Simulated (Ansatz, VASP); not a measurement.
## Cs2SrBr4: VASP beside Ansatz

Contents of INCAR:

```
ALGO = Normal ; EDIFF = 1E-7
ENCUT = 520 ; GGA = PE
ISIF = 2 ; ISMEAR = 0
LASPH = True ; LCHARG = False
LREAL = False ; LWAVE = False
NBANDS = 37 ; NELM = 60
PREC = Accurate ; SIGMA = 0.1
```

KPOINTS

```
k-points
0
Gamma
  4 4 4
```

Contents of POSCAR:

```
Cs2SrBr4
1.0
    7.8169900861      0.0000000000      0.0000000000
    0.0000000000      7.8169900861      0.0000000000
    0.0000000000      0.0000000000      4.5462829371
Cs Sr Br
2 1 4
Direct
    0.5000000000      0.0000000000      0.5000000000
    0.0000000000      0.5000000000      0.5000000000
    0.0000000000      0.0000000000      0.0000000000
    0.2332300000      0.2332300000      0.0000000000
    0.7667700000      0.2332300000      0.0000000000
    0.7667700000      0.7667700000      0.0000000000
    0.2332300000      0.7667700000      0.0000000000
```

Input for Ansatz:

```yaml
crystal:
  lattice:
    - [7.8169900861, 0.0, 0.0]
    - [0.0, 7.8169900861, 0.0]
    - [0.0, 0.0, 4.5462829371]
  atoms:
    - { symbol: Cs, position: [0.5, 0.0, 0.5] }
    - { symbol: Cs, position: [0.0, 0.5, 0.5] }
    - { symbol: Sr, position: [0.0, 0.0, 0.0] }
    - { symbol: Br, position: [0.23323, 0.23323, 0.0] }
    - { symbol: Br, position: [0.76677, 0.23323, 0.0] }
    - { symbol: Br, position: [0.76677, 0.76677, 0.0] }
    - { symbol: Br, position: [0.23323, 0.76677, 0.0] }
basis:
  ecutwfc: 420
kpoints:
  mp_grid: { grid: [4, 4, 4] }
hamiltonian:
  xc: pbe
scf:
  occupations: { method: gaussian, width: 0.1 }
  lower_state_search: "off"
output:
  forces: true
  stress: true
  eigenvalues: true
```

Alike in both runs: task single point; functional PBE; k mesh 4 × 4 × 4; occupations gaussian, width 0.1 eV; no spin polarisation.

|  | VASP | Ansatz |
| --- | --- | --- |
| version | VASP 6.6.1 | Ansatz 0.2.0 |
| potentials or method | VASP PAW PBE potentials, release 64 (Cs_sv, Sr_sv, Br), cutoff 520 eV | scalar-relativistic, plane waves, PAW |
| valence electrons in the cell | 56 | 56 |

```csv
,VASP,Ansatz,Ansatz less VASP
gap on the k mesh at the Fermi level (eV),2.61,2.64,+0.027
least direct gap on the mesh (eV),2.73,2.76,+0.030
pressure (GPa),8.2,8.0,-0.17
"traceless stress, the component that is largest in VASP (GPa)",-6.19,-6.06,+0.129
rms of the force components (eV/Å),1.291,1.262,-0.0294
```

Atom by atom the forces differ by 0.029 eV/Å (rms over components).

Neither program's run includes spin-orbit coupling.
